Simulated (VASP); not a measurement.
# CsBr (Pm-3m) in VASP: a series of runs, part 2 of 2

VASP 6.6.1. The steps go on from the part before.

## (3) Single point, r2SCAN

Input file POSCAR:

```
CsBr
1.0
    4.3225248337      0.0000000000      0.0000000000
    0.0000000000      4.3225248337      0.0000000000
    0.0000000000      0.0000000000      4.3225248337
Cs Br
1 1
Direct
    0.0000000000      0.0000000000      0.0000000000
    0.5000000000      0.5000000000      0.5000000000
```

Input file INCAR.step1:

```
ALGO = Normal
EDIFF = 1E-5
ENCUT = 550
GGA = PE
GGA_COMPAT = False
ISMEAR = -1
LASPH = True
LCHARG = False
LREAL = False
LWAVE = True
NBANDS = 15
NELM = 120
PREC = Accurate
SIGMA = 0.02
```

Input file INCAR.step2:

```
ALGO = Normal
EDIFF = 1E-6
ENCUT = 550
GGA_COMPAT = False
ISIF = 2
ISMEAR = -1
ISTART = 1
LASPH = True
LCHARG = False
LMIXTAU = True
LREAL = False
LWAVE = False
METAGGA = R2SCAN
NBANDS = 15
NELM = 120
PREC = Accurate
SIGMA = 0.02
```

Input file KPOINTS:

```
k-points
0
Gamma
  6 6 6
```

Potentials or basis: VASP PAW PBE potentials, release 64 (Cs_sv, Br).

Command:

```console
$ cat potpaw_PBE.64/Cs_sv/POTCAR potpaw_PBE.64/Br/POTCAR > POTCAR
$ cp INCAR.step1 INCAR
$ mpirun -np 1 vasp_std > vasp.out
$ cp INCAR.step2 INCAR
$ mpirun -np 1 vasp_std > vasp.out
```

OUTCAR:

```text
EDIFF = 1E-6
   ENCUT = 550
   ISIF = 2
   ISMEAR = -1
   ISTART = 1
   LASPH = True
   LREAL = False
   METAGGA = R2SCAN
   NELM = 120
   PREC = Accurate

 ion  position               nearest neighbor table
   1  0.000  0.000  0.000-
   2  0.500  0.500  0.500-

  LATTYP: Found a simple cubic cell.
 ALAT       =     4.3225248337

  Lattice vectors:

 A1 = (   4.3225248337,   0.0000000000,   0.0000000000)
 A2 = (   0.0000000000,   4.3225248337,   0.0000000000)
 A3 = (   0.0000000000,   0.0000000000,   4.3225248337)

Analysis of symmetry for initial positions (statically):
=====================================================================
 Subroutine PRICEL returns:
 Original cell was already a primitive cell.

 Routine SETGRP: Setting up the symmetry group for a
 simple cubic supercell.

 Subroutine GETGRP returns: Found 48 space group operations
 (whereof 48 operations were pure point group operations)
 out of a pool of 48 trial point group operations.

The static configuration has the point symmetry O_h .

Analysis of symmetry for dynamics (positions and initial velocities):
[... 165 lines left out ...]
      3      -7.3546      2.00000
      4      -7.3546      2.00000
      5      -7.3546      2.00000
      6      -0.7895      2.00000
      7      -0.7895      2.00000
      8      -0.7895      2.00000
      9       4.3927      0.00000
     10       4.6406      0.00000
     11       4.6406      0.00000
     12       8.9591      0.00000
     13       8.9591      0.00000
     14       8.9591      0.00000
[... 329 lines left out ...]
      2     -13.3778      2.00000
      3      -7.7373      2.00000
      4      -7.7373      2.00000
      5      -7.7373      2.00000
      6      -1.9059      2.00000
      7      -1.9059      2.00000
      8      -1.9059      2.00000
      9       8.0986      0.00000
     10       8.0986      0.00000
     11       8.0986      0.00000
     12       8.9832      0.00000
     13       8.9832      0.00000
     14       8.9832      0.00000
     15      11.0393      0.00000

------------------------ aborting loop because EDIFF is reached ----------------------------------------

  FORCE on cell =-STRESS in cart. coord.  units (eV):
  Direction    XX          YY          ZZ          XY          YZ          ZX
  --------------------------------------------------------------------------------------
  -------------------------------------------------------------------------------------
  Total        0.0302314      0.0302314      0.0302314      0.0000000     -0.0000000     -0.0000000
  in kB        0.5997301      0.5997301      0.5997301      0.0000000     -0.0000000     -0.0000000
  external PRESSURE =       0.5997301 kB  Pullay stress =       0.0000000 kB

 VOLUME and BASIS-vectors are now :
 -----------------------------------------------------------------------------
  energy-cutoff  :      550.00
  volume of cell :       80.76
      direct lattice vectors                 reciprocal lattice vectors
     4.322524834  0.000000000  0.000000000     0.231346271  0.000000000  0.000000000
     0.000000000  4.322524834  0.000000000     0.000000000  0.231346271  0.000000000
     0.000000000  0.000000000  4.322524834     0.000000000  0.000000000  0.231346271

 POSITION                                       TOTAL-FORCE (eV/Angst)
 -----------------------------------------------------------------------------------
      0.00000      0.00000      0.00000         0.000000      0.000000      0.000000
      2.16126      2.16126      2.16126         0.000000      0.000000      0.000000
 -----------------------------------------------------------------------------------
    total drift:                                0.000000      0.000000      0.000000

  FREE ENERGIE OF THE ION-ELECTRON SYSTEM (eV)
  ---------------------------------------------------
  free  energy   TOTEN  =       -42.3254673453 eV

  energy  without entropy=      -42.3254673453  energy(sigma->0) =      -42.32546735
```

OSZICAR.step1:

```text
N       E                     dE             d eps       ncg     rms          rms(c)
DAV:   1     0.929175809159E+02    0.92918E+02   -0.68511E+03   600   0.948E+02
DAV:   2     0.120394409731E+01   -0.91714E+02   -0.83728E+02   856   0.155E+02
DAV:   3    -0.621715853088E+01   -0.74211E+01   -0.73935E+01   803   0.488E+01
DAV:   4    -0.628506353688E+01   -0.67905E-01   -0.67900E-01   684   0.553E+00
DAV:   5    -0.628543812162E+01   -0.37458E-03   -0.37458E-03   817   0.428E-01    0.180E+00
DAV:   6    -0.605062229618E+01    0.23482E+00   -0.21907E-01   733   0.246E+00    0.104E+00
DAV:   7    -0.601279967009E+01    0.37823E-01   -0.12605E-01   754   0.181E+00    0.610E-01
DAV:   8    -0.601594147991E+01   -0.31418E-02   -0.13977E-02   691   0.693E-01    0.120E-01
DAV:   9    -0.601573474168E+01    0.20674E-03   -0.14211E-03   754   0.198E-01    0.683E-02
DAV:  10    -0.601584016320E+01   -0.10542E-03   -0.20654E-04   635   0.960E-02    0.166E-02
DAV:  11    -0.601584437514E+01   -0.42119E-05   -0.25945E-05   747   0.300E-02
   1 F= -.60158444E+01 E0= -.60158444E+01  d E =-.356719E-12
```

It took 46 s on 1 thread of Intel Xeon Platinum 8559C (Emerald Rapids), shared host; peak memory 0.22 GiB.

Results:

| Property | Result |
| --- | --- |
| Free energy | -42.3255 eV |
| Pressure | 0.1 GPa |
| Band gap on the k mesh | 5.18 eV (least direct gap 5.18 eV) |

Levels at points of the mesh, in eV from the valence-band top:
| k point | band 6 | band 7 | band 8 | band 9 | band 10 | band 11 |
| --- | --- | --- | --- | --- | --- | --- |
| (0.00, 0.00, 0.00) | -0.01 | -0.01 | -0.01 | 5.18 | 5.42 | 5.42 |
| (0.50, 0.00, 0.00) | -1.25 | -0.19 | -0.19 | 6.43 | 7.84 | 8.36 |
| (0.50, 0.50, 0.00) | -0.58 | -0.58 | 0.00 | 5.83 | 6.11 | 7.85 |
| (0.50, 0.50, 0.50) | -1.12 | -1.12 | -1.12 | 8.88 | 8.88 | 8.88 |

Caveat: the PAW data sets were made with another functional, which shifts forces and pressure a little; spin-orbit coupling is left out, which moves the levels of the heavy elements. A k mesh can miss the band edges.

## (4) Single point, r2SCAN

This run uses another cell than the first one, of 37.96 Å³/atom.

Input file POSCAR:

```
CsBr
1.0
    4.2342852800      0.0000000000      0.0000000000
    0.0000000000      4.2342852800      0.0000000000
    0.0000000000      0.0000000000      4.2342852800
Cs Br
1 1
Direct
    0.0000000000      0.0000000000      0.0000000000
    0.5000000000      0.5000000000      0.5000000000
```

Input file INCAR.step1:

```
PREC     = Accurate       # precision mode
ENCUT    = 550            # plane-wave cutoff, eV
ISMEAR   = -1             # smearing method
SIGMA    = 0.02           # smearing width, eV
LREAL    = F              # projectors in reciprocal space
LASPH    = T              # aspherical terms in the spheres
NELM     = 120            # most SCF steps
NBANDS   = 15             # bands
GGA      = PE             # functional
ALGO     = Normal         # electronic algorithm
EDIFF    = 1E-5           # SCF threshold, eV
LWAVE    = T              # write WAVECAR
LCHARG   = F              # write CHGCAR
GGA_COMPAT= F
```

Input file INCAR.step2:

```
PREC     = Accurate       # precision mode
ENCUT    = 550            # plane-wave cutoff, eV
EDIFF    = 1E-6           # SCF threshold, eV
ISMEAR   = -1             # smearing method
SIGMA    = 0.02           # smearing width, eV
LREAL    = F              # projectors in reciprocal space
LASPH    = T              # aspherical terms in the spheres
NELM     = 120            # most SCF steps
ALGO     = Normal         # electronic algorithm
ISIF     = 2              # what is computed and relaxed
LWAVE    = F              # write WAVECAR
LCHARG   = F              # write CHGCAR
METAGGA  = R2SCAN         # meta-GGA
LMIXTAU  = T            
NBANDS   = 15             # bands
ISTART   = 1            
GGA_COMPAT= F
```

Input file KPOINTS:

```
Automatic mesh
0
Gamma
  8 8 8
```

Potentials or basis: VASP PAW PBE potentials, release 64 (Cs_sv, Br).

Command:

```console
$ cat potpaw_PBE.64/Cs_sv/POTCAR potpaw_PBE.64/Br/POTCAR > POTCAR
$ cp INCAR.step1 INCAR
$ mpirun -np 1 vasp_std > vasp.out
$ cp INCAR.step2 INCAR
$ mpirun -np 1 vasp_std > vasp.out
```

OUTCAR:

```text
PREC = Accurate
   ENCUT = 550
   EDIFF = 1E-6
   ISMEAR = -1
   LREAL = F
   LASPH = T
   NELM = 120
   ISIF = 2
   METAGGA = R2SCAN
   ISTART = 1

 ion  position               nearest neighbor table
   1  0.000  0.000  0.000-
   2  0.500  0.500  0.500-

  LATTYP: Found a simple cubic cell.
 ALAT       =     4.2342852800

  Lattice vectors:

 A1 = (   4.2342852800,   0.0000000000,   0.0000000000)
 A2 = (   0.0000000000,   4.2342852800,   0.0000000000)
 A3 = (   0.0000000000,   0.0000000000,   4.2342852800)
[... 605 lines left out ...]
      9       5.9677      0.00000
     10       6.2550      0.00000
     11       7.6743      0.00000
     12       7.7482      0.00000
     13       9.8431      0.00000
     14      11.1302      0.00000
     15      11.8321      0.00000

 [... further k-points ...]
[... 5 lines left out ...]
  --------------------------------------------------------------------------------------
  -------------------------------------------------------------------------------------
  Total        0.5687586      0.5687586      0.5687586      0.0000000      0.0000000     -0.0000000
  in kB       12.0032316     12.0032316     12.0032316      0.0000000      0.0000000     -0.0000000
  external PRESSURE =      12.0032316 kB  Pullay stress =       0.0000000 kB

 VOLUME and BASIS-vectors are now :
 -----------------------------------------------------------------------------
  energy-cutoff  :      550.00
  volume of cell :       75.92
      direct lattice vectors                 reciprocal lattice vectors
     4.234285280  0.000000000  0.000000000     0.236167366  0.000000000  0.000000000
     0.000000000  4.234285280  0.000000000     0.000000000  0.236167366  0.000000000
     0.000000000  0.000000000  4.234285280     0.000000000  0.000000000  0.236167366

 POSITION                                       TOTAL-FORCE (eV/Angst)
 -----------------------------------------------------------------------------------
      0.00000      0.00000      0.00000         0.000000      0.000000      0.000000
      2.11714      2.11714      2.11714         0.000000      0.000000      0.000000
 -----------------------------------------------------------------------------------
    total drift:                                0.000000      0.000000     -0.000000

  FREE ENERGIE OF THE ION-ELECTRON SYSTEM (eV)
  ---------------------------------------------------
  free  energy   TOTEN  =       -42.3072549903 eV

  energy  without entropy=      -42.3072549903  energy(sigma->0) =      -42.30725499
```

OSZICAR.step1:

```text
N       E                     dE             d eps       ncg     rms          rms(c)
DAV:   1     0.921762181555E+02    0.92176E+02   -0.67909E+03  1050   0.946E+02
DAV:   2     0.727062922530E+00   -0.91449E+02   -0.83531E+02  1500   0.158E+02
DAV:   3    -0.617593388770E+01   -0.69030E+01   -0.68801E+01  1407   0.477E+01
DAV:   4    -0.623287255395E+01   -0.56939E-01   -0.56933E-01  1197   0.516E+00
DAV:   5    -0.623316884396E+01   -0.29629E-03   -0.29629E-03  1407   0.388E-01    0.181E+00
DAV:   6    -0.601110517470E+01    0.22206E+00   -0.20509E-01  1267   0.249E+00    0.105E+00
DAV:   7    -0.597610520462E+01    0.35000E-01   -0.12435E-01  1309   0.185E+00    0.601E-01
DAV:   8    -0.597910628511E+01   -0.30011E-02   -0.13091E-02  1162   0.671E-01    0.109E-01
DAV:   9    -0.597889119499E+01    0.21509E-03   -0.11878E-03  1386   0.192E-01    0.651E-02
DAV:  10    -0.597897925190E+01   -0.88057E-04   -0.19416E-04  1127   0.889E-02    0.167E-02
DAV:  11    -0.597898399939E+01   -0.47475E-05   -0.28181E-05  1281   0.316E-02
   1 F= -.59789840E+01 E0= -.59789840E+01  d E =-.177278E-11
```

It took 48 s on 1 thread of Intel Xeon Platinum 8559C (Emerald Rapids), shared host; peak memory 0.2 GiB.

What came out:

```yaml
Free_energy: -42.3073 eV
Pressure: 1.2 GPa
Band_gap_on_the_k_mesh: 5.35 eV
```

Levels at points of the mesh, in eV from the valence-band top:
| k point | band 6 | band 7 | band 8 | band 9 | band 10 | band 11 |
| --- | --- | --- | --- | --- | --- | --- |
| (0.00, 0.00, 0.00) | 0.00 | 0.00 | 0.00 | 5.35 | 5.35 | 5.44 |
| (0.50, 0.00, 0.00) | -1.39 | -0.24 | -0.24 | 6.43 | 8.14 | 8.73 |
| (0.50, 0.50, 0.00) | -0.60 | -0.60 | -0.02 | 5.87 | 6.15 | 7.89 |
| (0.50, 0.50, 0.50) | -1.28 | -1.28 | -1.28 | 9.18 | 9.18 | 9.18 |

Caveat: the PAW data sets were made with another functional, which shifts forces and pressure a little; spin-orbit coupling is left out, which moves the levels of the heavy elements. A k mesh can miss the band edges.

## (5) Single point, r2SCAN

This run uses another cell than the first one, of 38.77 Å³/atom.

Input file POSCAR:

```
CsBr
1.0
    4.2641051700      0.0000000000      0.0000000000
    0.0000000000      4.2641051700      0.0000000000
    0.0000000000      0.0000000000      4.2641051700
Cs Br
1 1
Direct
    0.0000000000      0.0000000000      0.0000000000
    0.5000000000      0.5000000000      0.5000000000
```

Input file INCAR.step1:

```
SYSTEM = CsBr
ALGO = Normal ; EDIFF = 1E-5
ENCUT = 550 ; GGA = PE
GGA_COMPAT = .False. ; ISMEAR = -1
LASPH = .True. ; LCHARG = .False.
LREAL = .False. ; LWAVE = .True.
NBANDS = 15 ; NELM = 120
PREC = Accurate ; SIGMA = 0.02
```

Input file INCAR.step2:

```
SYSTEM = CsBr
ALGO = Normal ; EDIFF = 1E-6
ENCUT = 550 ; GGA_COMPAT = .False.
ISIF = 2 ; ISMEAR = -1
ISTART = 1 ; LASPH = .True.
LCHARG = .False. ; LMIXTAU = .True.
LREAL = .False. ; LWAVE = .False.
METAGGA = R2SCAN ; NBANDS = 15
NELM = 120 ; PREC = Accurate
SIGMA = 0.02
```

Input file KPOINTS:

```
k-points
0
Gamma
  8 8 8
  0 0 0
```

Command:

```console
$ cat potpaw_PBE.64/Cs_sv/POTCAR potpaw_PBE.64/Br/POTCAR > POTCAR
$ cp INCAR.step1 INCAR
$ mpirun -np 1 vasp_std > vasp.out
$ cp INCAR.step2 INCAR
$ mpirun -np 1 vasp_std > vasp.out
```

Run time: 70 s. Hardware: 1 thread of Intel Xeon Platinum 8559C (Emerald Rapids), shared host; peak memory 0.23 GiB.

Results (log left out):

* Free energy: -42.3172 eV
* Pressure: 0.8 GPa
* Band gap on the k mesh: 5.35 eV

Levels at points of the mesh, in eV from the valence-band top:
| k point | band 5 | band 6 | band 7 | band 8 | band 9 | band 10 | band 11 | band 12 |
| --- | --- | --- | --- | --- | --- | --- | --- | --- |
| (0.00, 0.00, 0.00) | -6.50 | 0.00 | 0.00 | 0.00 | 5.35 | 5.38 | 5.38 | 9.87 |
| (0.50, 0.00, 0.00) | -6.39 | -1.34 | -0.22 | -0.22 | 6.44 | 8.04 | 8.60 | 8.94 |
| (0.50, 0.50, 0.00) | -6.32 | -0.59 | -0.59 | -0.01 | 5.86 | 6.14 | 7.88 | 7.88 |
| (0.50, 0.50, 0.50) | -6.92 | -1.22 | -1.22 | -1.22 | 9.08 | 9.08 | 9.08 | 9.98 |

Caveat: the PAW data sets were made with another functional, which shifts forces and pressure a little; spin-orbit coupling is left out, which moves the levels of the heavy elements. A k mesh can miss the band edges.

## (6) Single point, r2SCAN

This run uses another cell than the first one, of 39.57 Å³/atom.

Input file POSCAR:

```
CsBr
1.0
    4.2935137300      0.0000000000      0.0000000000
    0.0000000000      4.2935137300      0.0000000000
    0.0000000000      0.0000000000      4.2935137300
Cs Br
1 1
Direct
    0.0000000000      0.0000000000      0.0000000000
    0.5000000000      0.5000000000      0.5000000000
```

Input file INCAR.step1:

```
SYSTEM = CsBr
PREC = Accurate
ENCUT = 550
ISMEAR = -1
SIGMA = 0.02
LREAL = .False.
LASPH = .True.
NELM = 120
NBANDS = 15
GGA = PE
ALGO = Normal
EDIFF = 1E-5
LWAVE = .True.
LCHARG = .False.
GGA_COMPAT = .False.
```

Input file INCAR.step2:

```
SYSTEM = CsBr
PREC = Accurate
ENCUT = 550
EDIFF = 1E-6
ISMEAR = -1
SIGMA = 0.02
LREAL = .False.
LASPH = .True.
NELM = 120
ALGO = Normal
ISIF = 2
LWAVE = .False.
LCHARG = .True.
METAGGA = R2SCAN
LMIXTAU = .True.
LELF = .True.
LVHAR = .True.
NBANDS = 15
ISTART = 1
GGA_COMPAT = .False.
```

Input file KPOINTS:

```
Automatic mesh
0
Gamma
  8 8 8
  0 0 0
```

Potentials or basis: VASP PAW PBE potentials, release 64 (Cs_sv, Br).

Command:

```console
$ cat potpaw_PBE.64/Cs_sv/POTCAR potpaw_PBE.64/Br/POTCAR > POTCAR
$ cp INCAR.step1 INCAR
$ mpirun -np 1 vasp_std > vasp.out
$ cp INCAR.step2 INCAR
$ mpirun -np 1 vasp_std > vasp.out
```

It took 71 s on 1 thread of Intel Xeon Platinum 8559C (Emerald Rapids), shared host; peak memory 0.23 GiB.

Results (log left out):

```yaml
Free_energy: -42.3231 eV
Pressure: 0.4 GPa
Band_gap_on_the_k_mesh: 5.27 eV
```

Levels at points of the mesh, in eV from the valence-band top:
```tsv
k point	band 5	band 6	band 7	band 8	band 9	band 10	band 11	band 12
(0.00, 0.00, 0.00)	-6.53	0.00	0.00	0.00	5.27	5.41	5.41	9.81
(0.50, 0.00, 0.00)	-6.43	-1.29	-0.21	-0.21	6.44	7.94	8.48	8.94
(0.50, 0.50, 0.00)	-6.36	-0.58	-0.58	0.00	5.85	6.13	7.87	7.87
(0.50, 0.50, 0.50)	-6.93	-1.17	-1.17	-1.17	8.98	8.98	8.98	9.87
```

Caveat: the PAW data sets were made with another functional, which shifts forces and pressure a little; spin-orbit coupling is left out, which moves the levels of the heavy elements.

## (7) The runs side by side

| level | cell | k mesh | cutoff (eV) | grid for exact exchange (PRECFOCK) | share of exact exchange | screening parameter | gap on the mesh (eV) | pressure (GPa) |
| --- | --- | --- | --- | --- | --- | --- | --- | --- |
| HSE06 | a = 4.323 Å, 2 atoms | 6 × 6 × 6 | 400 | Normal | 0.25 | 0.2079 1/Å | 5.59 | 0.3 |
| r2SCAN | a = 4.323 Å, 2 atoms | 6 × 6 × 6 | 550 | - | - | - | 5.18 | 0.1 |
| r2SCAN | a = 4.234 Å, 2 atoms | 8 × 8 × 8 | 550 | - | - | - | 5.35 | 1.2 |
| r2SCAN | a = 4.264 Å, 2 atoms | 8 × 8 × 8 | 550 | - | - | - | 5.35 | 0.8 |
| r2SCAN | a = 4.294 Å, 2 atoms | 8 × 8 × 8 | 550 | - | - | - | 5.27 | 0.4 |

Alike in all rows: task single point; potentials or basis VASP PAW PBE potentials, release 64 (Cs_sv, Br); no spin polarisation; smearing fermi-dirac 0.02 eV.

Caveats: the PAW data sets were made with another functional, which shifts forces and pressure a little; spin-orbit coupling is left out, which moves the levels of the heavy elements.

Total energies depend on the potentials used, so only differences within one code and one set of settings carry meaning.
